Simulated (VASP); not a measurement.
Runs of VASP 6.6.1 on Zn. The structure is that of space group Im-3m (No. 229), or close to it. The cells are those of the table. 

```csv
cell,gap on the mesh (eV),pressure (GPa)
"a = 2.692 Å, angles 109.5°, 1 atom",none,-7.9
"a = 2.589 Å, angles 109.5°, 1 atom",none,1.1
"a = 2.718 Å, angles 109.5°, 1 atom",none,(a)
"a = 2.588 Å, angles 109.5°, 1 atom",none,1.2
```

Alike in all rows: task single point; level PBEsol+D3(BJ); potentials or basis VASP PAW PBE potentials, release 64 (Zn); no spin polarisation; k mesh 8 × 8 × 8; cutoff (eV) 520; smearing methfessel-paxton 0.05 eV.

**Question.** Fill in the values left out.

**Answer.** (a) -9.5.

Caveats: some runs use coarse meshes; the PAW data sets were made with another functional, which shifts forces and pressure a little; pairwise dispersion overbinds metals, which lowers pressure and volume.

A gap of «none» marks levels without a gap at the run's occupations.
